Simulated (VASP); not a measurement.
Input of a VASP 6.6.1 run:

The input POSCAR:

```
Au
1.0
   -1.6786301820      1.6786301820      1.6376879824
    1.6786301820     -1.6786301820      1.6376879824
    1.6786301820      1.6786301820     -1.6376879824
Au
1
Direct
    0.0000000000      0.0000000000      0.0000000000
```

The input INCAR.step1:

```
PREC = Accurate
ENCUT = 520
ISMEAR = 0
SIGMA = 0.15
LREAL = False
LASPH = True
NELM = 60
NBANDS = 12
GGA = PE
ALGO = Normal
EDIFF = 1E-4
LWAVE = True
LCHARG = False
```

File INCAR.step2:

```
PREC = Accurate
ENCUT = 520
EDIFF = 1E-7
ISMEAR = 0
SIGMA = 0.15
LREAL = False
LASPH = True
NELM = 60
ALGO = Normal
ISIF = 2
LWAVE = False
LCHARG = False
METAGGA = R2SCAN
LMIXTAU = True
NBANDS = 12
ISTART = 1
```

The input KPOINTS:

```
Automatic mesh
0
Gamma
  26 26 26
```

Potentials or basis: VASP PAW PBE potentials, release 64 (Au).

Launch:

```bash
$ cat potpaw_PBE.64/Au/POTCAR > POTCAR
$ cp INCAR.step1 INCAR
$ mpirun -np 1 vasp_std > vasp.out
$ cp INCAR.step2 INCAR
$ mpirun -np 1 vasp_std > vasp.out
```

(1) Predict the pressure.

Answers

(1) -6.1 GPa.

Caveat: the cell differs from its parent crystal (strain +0.025 along x and y, +0.000 along z); the PAW data sets were made with another functional, which shifts forces and pressure a little.
